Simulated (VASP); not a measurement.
# C in VASP: a series of runs

Runs on C. Level: LDA. Tasks: single point.

All numbers are computed with VASP 6.6.1; they aren't measurements. Logs are shortened: lines on timing, memory, paths and dates and some standing lists are left out, and cuts for length are marked.

## Step 1: The cell of the first run

The cell holds a slab with vacuum, 4 atoms: a = 2.456 Å, b = 2.456 Å, c = 24.134 Å, α = 90.00°, β = 90.00°, γ = 120.00°.

## Step 2: Single point, LDA

Input file INCAR:

```
SYSTEM = C
PREC = Accurate
ENCUT = 520
EDIFF = 1E-6
ISMEAR = -1
SIGMA = 0.1
LREAL = .False.
LASPH = .True.
NELM = 60
ALGO = Normal
ISIF = 2
LWAVE = .False.
LCHARG = .False.
GGA = CA
NBANDS = 16
```

Input file KPOINTS:

```
Automatic mesh
0
Gamma
  12 12 1
  0 0 0
```

Input file POSCAR:

```
C
1.0
    2.4562280000      0.0000000000      0.0000000000
   -1.2281140000      2.1271550000      0.0000000000
    0.0000000000      0.0000000000     24.1339600000
C
4
Direct
    0.0000000000      0.0000000000      0.5704690000
    0.0000000000      0.0000000000      0.4295310000
    0.3333333333      0.6666666667      0.4295250000
    0.6666666667      0.3333333333      0.5704750000
```

Potentials or basis: VASP PAW LDA potentials, release 64 (C).

Started as:

```
cat potpaw_LDA.64/C/POTCAR > POTCAR
mpirun -np 1 vasp_std > vasp.out
```

OUTCAR:

```text
SYSTEM = C
   PREC = Accurate
   ENCUT = 520
   EDIFF = 1E-6
   ISMEAR = -1
   LREAL = .False.
   LASPH = .True.
   NELM = 60
   ISIF = 2
   GGA = CA

 ion  position               nearest neighbor table
   1  0.000  0.000  0.570-   4 1.42   4 1.42   4 1.42
   2  0.000  0.000  0.430-   3 1.42   3 1.42   3 1.42
   3  0.333  0.667  0.430-   2 1.42   2 1.42   2 1.42
   4  0.667  0.333  0.570-   1 1.42   1 1.42   1 1.42

  LATTYP: Found a hexagonal cell.
 ALAT       =     2.4562280000
 C/A-ratio  =     9.8256187943

  Lattice vectors:

 A1 = (   2.4562280000,   0.0000000000,   0.0000000000)
 A2 = (  -1.2281140000,   2.1271550000,   0.0000000000)
 A3 = (   0.0000000000,   0.0000000000,  24.1339600000)

Analysis of symmetry for initial positions (statically):
=====================================================================
 Subroutine PRICEL returns:
 Original cell was already a primitive cell.

 Routine SETGRP: Setting up the symmetry group for a
 hexagonal supercell.

 Subroutine GETGRP returns: Found 12 space group operations
 (whereof 12 operations were pure point group operations)
 out of a pool of 24 trial point group operations.

The static configuration has the point symmetry D_3d.

Analysis of symmetry for dynamics (positions and initial velocities):
=====================================================================
 Subroutine PRICEL returns:
 Original cell was already a primitive cell.

 Routine SETGRP: Setting up the symmetry group for a
 hexagonal supercell.

 Subroutine GETGRP returns: Found 12 space group operations
 (whereof 12 operations were pure point group operations)
 out of a pool of 24 trial point group operations.

The dynamic configuration has the point symmetry D_3d.

 Subroutine INISYM returns: Found 12 space group operations
 (whereof 12 operations are pure point group operations),
 and found     1 'primitive' translations

----------------------------------------------------------------------------------------

                                     Primitive cell

  volume of cell :     126.0946

  direct lattice vectors                    reciprocal lattice vectors
     2.456228000  0.000000000  0.000000000     0.407128328  0.235055743  0.000000000
    -1.228114000  2.127155000  0.000000000     0.000000000  0.470111487  0.000000000
     0.000000000  0.000000000 24.133960000     0.000000000  0.000000000  0.041435388

  length of vectors
     2.456228000  2.456227268 24.133960000     0.470111347  0.470111487  0.041435388

  position of ions in fractional coordinates (direct lattice)
     0.000000000  0.000000000  0.570469000
     0.000000000  0.000000000  0.429531000
     0.333333333  0.666666667  0.429525000
     0.666666667  0.333333333  0.570475000

  ion indices of the primitive-cell ions
   primitive index   ion index
                 1           1
                 2           2
                 3           3
                 4           4

----------------------------------------------------------------------------------------

 KPOINTS: Automatic mesh

Automatic generation of k-mesh.
 Grid dimensions read from file:
 generate k-points for:   12   12    1

 Generating k-lattice:

  Cartesian coordinates                     Fractional coordinates (reciprocal lattice)
     0.033927361  0.019587979  0.000000000     0.083333333  0.000000000  0.000000000
     0.000000000  0.039175957  0.000000000     0.000000000  0.083333333  0.000000000
     0.000000000  0.000000000  0.041435388     0.000000000  0.000000000  1.000000000

  Length of vectors
     0.039175946  0.039175957  0.041435388

  Shift w.r.t. Gamma in fractional coordinates (k-lattice)
     0.000000000  0.000000000  0.000000000

 Subroutine IBZKPT returns following result:
 ===========================================

 Found     19 irreducible k-points:

 Following reciprocal coordinates:
            Coordinates               Weight
  0.000000  0.000000  0.000000      1.000000
  0.083333  0.000000  0.000000      6.000000
  0.166667  0.000000  0.000000      6.000000
  0.250000  0.000000  0.000000      6.000000
  0.333333  0.000000  0.000000      6.000000
  0.416667  0.000000  0.000000      6.000000
[... 11 lines left out ...]
  0.333333  0.250000  0.000000     12.000000
  0.333333  0.333333  0.000000      2.000000
   k-points           NKPTS =     19   k-points in BZ     NKDIM =     19   number of bands    NBANDS=     16
   number of dos      NEDOS =    301   number of ions     NIONS =      4
   total plane-waves  NPLWV =  58320
   dimension x,y,z NGX =    18 NGY =   18 NGZ =  180
   dimension x,y,z NGXF=    36 NGYF=   36 NGZF=  360
   ions per type =               4
   NGX,Y,Z   is equivalent  to a cutoff of  12.18, 12.18, 12.40 a.u.
   NGXF,Y,Z  is equivalent  to a cutoff of  24.37, 24.37, 24.80 a.u.
 SYSTEM =  C
   PREC   = accura    normal or accurate (medium, high low for compatibility)
   ISTART =      0    job   : 0-new  1-cont  2-samecut
   ICHARG =      2    charge: 1-file 2-atom 10-const
   ISPIN  =      1    spin polarized calculation?
   LNONCOLLINEAR =      F non collinear calculations
   LSORBIT =      F    spin-orbit coupling
   LASPH  =      T    aspherical Exc in radial PAW
   ENCUT  =  520.0 eV  38.22 Ry    6.18 a.u.   4.57  4.57 44.87*2*pi/ulx,y,z
   NELM   =     60;   NELMIN=  2; NELMDL= -5     # of ELM steps
   EDIFF  = 0.1E-05   stopping-criterion for ELM
   LREAL  =      F    real-space projection
   EDIFFG = 0.1E-04   stopping-criterion for IOM
   NSW    =      0    number of steps for IOM
   IBRION =     -1    ionic relax: 0-MD 1-quasi-New 2-CG
   NFREE  =      0    steps in history (QN), initial steepest desc. (CG)
   ISIF   =      2    stress and relaxation
   ISYM   =      2    0-nonsym 1-usesym 2-fastsym
   POTIM  = 0.5000    time-step for ionic-motion
   TEBEG  =    0.0;   TEEND  =   0.0 temperature during run
   PSTRESS=    0.0 pullay stress
   NELECT =      16.0000    total number of electrons
   NUPDOWN=      -1.0000    fix difference up-down
   EMIN   =  10.00;   EMAX   =-10.00  energy-range for DOS
   EFERMI =   0.00;   METHOD = LEGACY
   ISMEAR =    -1;   SIGMA  =   0.10  broadening in eV -4-tet -1-fermi 0-gaus
   EFERMI_NEDOS =   21; number of points for ismear=-14 and -15
   IALGO  =     38    algorithm
   IMIX   =      4    mixing-type and parameters
     AMIX     =   0.40;   BMIX     =  1.00
     AMIX_MAG =   1.60;   BMIX_MAG =  1.00
  volume/ion in A,a.u.               =      31.52       212.73
  Fermi-wavevector in a.u.,A,eV,Ry     =   0.822652  1.554586  9.207823  0.676756
  Thomas-Fermi vector in A             =   1.934024
   LORBIT       =      0    0 simple, 1 ext, 2 COOP (PROOUT), +10 PAW based schemes
   GGA     = CA    functional components
   LHFCALC =     F    Hartree Fock is set to
   AEXX    =    0.0000 exact exchange contribution
   IVDW    =     0    specifies the selected vdW correction
   LEPSILON=     F    determine dielectric tensor
   LRPA    =     F    only Hartree local field effects (RPA)
 non-spin polarized calculation
  energy-cutoff  :      520.00
  volume of cell :      126.09
 maximum number of plane-waves:      3452
   NGX =  9   NGY =  9   NGZ = 89

 number of electron      15.9999996 magnetization

 Free energy of the ion-electron system (eV)
  ---------------------------------------------------
  ext. energy  EPLUGINS =         0.00000000
  ---------------------------------------------------
  free energy    TOTEN  =       -40.39301027 eV

  energy without entropy =      -40.38824191  energy(sigma->0) =      -40.39062609

 E-fermi :  -1.9878     XC(G=0):  -3.3664

 val. band max:       -1.9889136058   @ k =   0.3333   0.3333   0.0000
 cond. band min:      -1.6591002801   @ k =   0.3333   0.3333   0.0000
 fundamental gap:      0.3298133257
 Fermi energy:        -1.9877614479

 k-point     1 :       0.0000    0.0000    0.0000
  band No.  band energies     occupation
      1     -21.4349      2.00000
      2     -21.2910      2.00000
      3     -10.1649      2.00000
      4      -9.2139      2.00000
      5      -5.0044      2.00000
      6      -5.0044      2.00000
[... 8 lines left out ...]
     15       5.0949      0.00000
     16       6.3556      0.00000

 k-point     2 :       0.0833    0.0000    0.0000
  band No.  band energies     occupation
      1     -21.2699      2.00000
      2     -21.1276      2.00000
      3      -9.9639      2.00000
      4      -9.0192      2.00000
      5      -5.6450      2.00000
      6      -5.6302      2.00000
[... 8 lines left out ...]
     15       5.3188      0.00000
     16       6.4190      0.00000

 k-point     3 :       0.1667    0.0000    0.0000
  band No.  band energies     occupation
      1     -20.7768      2.00000
      2     -20.6390      2.00000
      3      -9.3657      2.00000
      4      -8.4405      2.00000
      5      -7.2646      2.00000
      6      -7.2358      2.00000
[... 8 lines left out ...]
     15       5.9796      0.00000
     16       6.3968      0.00000

 k-point     4 :       0.2500    0.0000    0.0000
  band No.  band energies     occupation
      1     -19.9611      2.00000
      2     -19.8307      2.00000
      3      -9.3510      2.00000
      4      -9.3059      2.00000
      5      -8.3869      2.00000
      6      -7.4991      2.00000
[... 8 lines left out ...]
     15       5.6440      0.00000
     16       6.1354      0.00000
[... 229 lines left out ...]
 k-point    17 :       0.2500    0.2500    0.0000
  band No.  band energies     occupation
      1     -17.1210      2.00000
      2     -17.0165      2.00000
      3     -12.3735      2.00000
      4     -12.3387      2.00000
      5     -10.9881      2.00000
      6     -10.9618      2.00000
[... 8 lines left out ...]
     15       9.3387      0.00000
     16      10.0548      0.00000

 k-point    18 :       0.3333    0.2500    0.0000
  band No.  band energies     occupation
      1     -15.6695      2.00000
      2     -15.5832      2.00000
      3     -13.8295      2.00000
      4     -13.7692      2.00000
      5     -11.6975      2.00000
      6     -11.6505      2.00000
[... 8 lines left out ...]
     15      10.5747      0.00000
     16      10.7745      0.00000

 k-point    19 :       0.3333    0.3333    0.0000
  band No.  band energies     occupation
      1     -14.4326      2.00000
      2     -14.3863      2.00000
      3     -14.3863      2.00000
      4     -14.3446      2.00000
      5     -12.6423      2.00000
      6     -12.6423      2.00000
[... 8 lines left out ...]
     15      10.8615      0.00000
     16      11.8211      0.00000

------------------------ aborting loop because EDIFF is reached ----------------------------------------

  FORCE on cell =-STRESS in cart. coord.  units (eV):
  Direction    XX          YY          ZZ          XY          YZ          ZX
  --------------------------------------------------------------------------------------
  -------------------------------------------------------------------------------------
  Total       -0.9998629     -0.9998621     -0.1116904      0.0000000      0.0000000      0.0000000
  in kB      -12.7044139    -12.7044038     -1.4191551      0.0000000      0.0000000      0.0000000
  external PRESSURE =      -8.9426576 kB  Pullay stress =       0.0000000 kB

 VOLUME and BASIS-vectors are now :
 -----------------------------------------------------------------------------
  energy-cutoff  :      520.00
  volume of cell :      126.09
      direct lattice vectors                 reciprocal lattice vectors
     2.456228000  0.000000000  0.000000000     0.407128328  0.235055743  0.000000000
    -1.228114000  2.127155000  0.000000000     0.000000000  0.470111487  0.000000000
     0.000000000  0.000000000 24.133960000     0.000000000  0.000000000  0.041435388

 POSITION                                       TOTAL-FORCE (eV/Angst)
 -----------------------------------------------------------------------------------
      0.00000      0.00000     13.76768         0.000000     -0.000000     -0.022050
      0.00000      0.00000     10.36628        -0.000000      0.000000      0.022050
     -0.00000      1.41810     10.36614        -0.000000      0.000000      0.002763
      1.22811      0.70905     13.76782         0.000000      0.000000     -0.002763
 -----------------------------------------------------------------------------------
    total drift:                               -0.000000      0.000000      0.000000

  FREE ENERGIE OF THE ION-ELECTRON SYSTEM (eV)
  ---------------------------------------------------
  free  energy   TOTEN  =       -40.3930102742 eV

  energy  without entropy=      -40.3882419135  energy(sigma->0) =      -40.39062609
```

Run time: 19 s. Hardware: 1 thread of Intel Xeon 6975P-C (Granite Rapids), shared host; peak memory 0.19 GiB.

Results:

```yaml
Free_energy: -40.3930 eV
Largest_force: 0.022 eV/Å
Band_gap_on_the_k_mesh: zero (filled and empty bands touch)
```

Forces in eV/Å, atoms in the order of the input:
```
C    0.000  0.000 -0.022
C    0.000  0.000  0.022
C    0.000  0.000  0.003
C    0.000  0.000 -0.003
```

## Step 3: Single point, LDA

Input file INCAR:

```
PREC = Accurate ; ENCUT = 520
EDIFF = 1E-6 ; ISMEAR = -1
SIGMA = 0.1 ; LREAL = F
LASPH = T ; NELM = 100
ALGO = Normal ; ISIF = 2
LWAVE = F ; LCHARG = T
LELF = T ; LVHAR = T
NBANDS = 16
```

Input file KPOINTS:

```
Automatic mesh
0
Gamma
  12 12 1
```

POSCAR is that of step 2.

Potentials or basis: VASP PAW LDA potentials, release 64 (C).

Started as:

```
cat potpaw_LDA.64/C/POTCAR > POTCAR
mpirun -np 1 vasp_std > vasp.out
```

Wall time 20 s (1 thread of Intel Xeon 6975P-C (Granite Rapids), shared host); peak memory 0.18 GiB.

Results (log left out):

* Free energy: -40.3930 eV
* Largest force: 0.022 eV/Å
* Band gap on the k mesh: zero (filled and empty bands touch)

Forces on the atoms (eV/Å):
```
C    0.000  0.000 -0.022
C    0.000  0.000  0.022
C    0.000  0.000  0.003
C    0.000  0.000 -0.003
```

Levels at points of the mesh, in eV from the Fermi level:
```
           k point  band 4  band 5  band 6  band 7  band 8  band 9  band 10  band 11  band 12  band 13
(0.00, 0.00, 0.00)   -7.23   -3.02   -3.02   -3.01   -3.01    3.46     4.01     4.57     5.29     5.60
(0.50, 0.00, 0.00)  -13.18   -6.43   -6.41   -2.56   -2.22    1.48     1.84     7.48     7.67    11.14
```
